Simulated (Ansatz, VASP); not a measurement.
**Two plane-wave programs on ScAl2**

```xyz
6
Lattice="0.0000 3.7777 3.7777 3.7777 0.0000 3.7777 3.7777 3.7777 0.0000" Properties=species:S:1:pos:R:3 pbc="T T T"
Sc    3.7777    3.7777    3.7777
Sc    5.6665    5.6665    5.6665
Al    0.9444    0.9444    0.9444
Al    0.9444    2.8332    2.8332
Al    2.8332    0.9444    2.8332
Al    2.8332    2.8332    0.9444
```

Alike in both runs: functional r2SCAN; k mesh 8 × 8 × 8; occupations gaussian, width 0.1 eV; no spin polarisation.

Ansatz relaxed the structure, and its values are those at the end. VASP's run is a single point on that final structure, the one shown.

```csv
,VASP,Ansatz
version,VASP 6.6.1,Ansatz 0.2.0
potentials or method,"VASP PAW PBE potentials, release 64 (Sc_sv, Al), cutoff 520 eV","scalar-relativistic, plane waves, PAW"
valence electrons in the cell,34,34
```

```csv
,VASP,Ansatz,Ansatz less VASP
gap on the k mesh at the Fermi level (eV),none,none,-
pressure (GPa),0.0,0.0,0.00
```

VASP's potentials were made for PBE, not for r2SCAN. A gap of «none» marks a metal or a gap that the smearing closes.
